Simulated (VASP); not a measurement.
Here is a VASP 6.6.1 calculation.

The input INCAR:

```
PREC = Accurate ; ENCUT = 500
EDIFF = 1E-6 ; ISMEAR = 0
SIGMA = 0.01 ; LREAL = False
LASPH = True ; NELM = 120
ALGO = Normal ; ISIF = 2
LWAVE = False ; LCHARG = False
GGA = RP ; IVDW = 12
NBANDS = 11 ; GGA_COMPAT = False
```

KPOINTS

```
Automatic mesh
0
Gamma
  7 7 7
```

File POSCAR:

```
Si
1.0
    0.0000000000      2.7135600000      2.7135600000
    2.7135600000      0.0000000000      2.7135600000
    2.7135600000      2.7135600000      0.0000000000
Si
2
Direct
    0.7500000000      0.7500000000      0.7500000000
    0.5000000000      0.5000000000      0.5000000000
```

Potentials or basis: VASP PAW PBE potentials, release 64 (Si).

Launch:

```sh
$ cat potpaw_PBE.64/Si/POTCAR > POTCAR
$ mpirun -np 1 vasp_std > vasp.out
```

Predict the pressure.

-6.3 GPa.

Estimate the band gap on the k mesh.

0.62 eV, indirect (least direct gap 2.57 eV).

What does it give for the dispersion energy per atom?

-1.198 eV.

Caveat: the PAW data sets were made with another functional, which shifts forces and pressure a little. A k mesh can miss the band edges.
